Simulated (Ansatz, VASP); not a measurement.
# Two plane-wave programs on RbBr

```
CELL_PARAMETERS angstrom
0.00000 3.36231 3.36231
3.36231 0.00000 3.36231
3.36231 3.36231 0.00000
ATOMIC_POSITIONS crystal
Rb 0.00000 0.00000 0.00000
Br 0.50000 0.50000 0.50000
```

Alike in both runs: task single point; functional PBE; k mesh 6 × 6 × 6; occupations gaussian, width 0.02 eV; no spin polarisation.

|  | VASP | Ansatz |
| --- | --- | --- |
| version | VASP 6.6.1 | Ansatz 0.2.0 |
| potentials or method | VASP PAW PBE potentials, release 64 (Rb_sv, Br), cutoff 520 eV | scalar-relativistic, plane waves, PAW |
| valence electrons in the cell | 16 | 16 |

Ansatz gave:

* gap on the k mesh at the Fermi level (eV): 4.52
* least direct gap on the mesh (eV): 4.52
* pressure (GPa): 2.1

**Question.** Which values does VASP return?

**Answer.** gap on the k mesh at the Fermi level (eV): 4.51; least direct gap on the mesh (eV): 4.51; pressure (GPa): 2.1.
